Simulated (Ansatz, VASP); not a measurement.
## One calculation of Hf, two programs

```
Hf
1.0
    -1.82875    1.82875    1.82875
     1.82875   -1.82875    1.82875
     1.82875    1.82875   -1.82875
Hf
1
Direct
  0.00000 0.00000 0.00000
```

Alike in both runs: task single point; functional PBE0; k mesh 6 × 6 × 6; occupations fermi-dirac, width 0.05 eV; no spin polarisation.

|  | VASP | Ansatz |
| --- | --- | --- |
| version | VASP 6.6.1 | Ansatz 0.2.0 |
| potentials or method | VASP PAW PBE potentials, release 64 (Hf_pv) | Ansatz PAW |
| plane-wave cutoff (eV) | 520 | 420 |
| valence electrons in the cell | 10 | 26 |

```tsv
	VASP	Ansatz	Ansatz less VASP
gap on the k mesh at the Fermi level (eV)	none	none	-
pressure (GPa)	-7.8	-6.1	+1.73
```

A gap of «none» marks a metal or a gap that the smearing closes. The functional is the same, so the differences come from potentials, cutoffs and numerics. VASP's potentials hold 10 valence electrons a cell and Ansatz's 26, so a difference there can come from the potentials and not from the codes.

The k mesh is coarse, so the values compare programs but aren't converged. Spin-orbit coupling is off throughout.
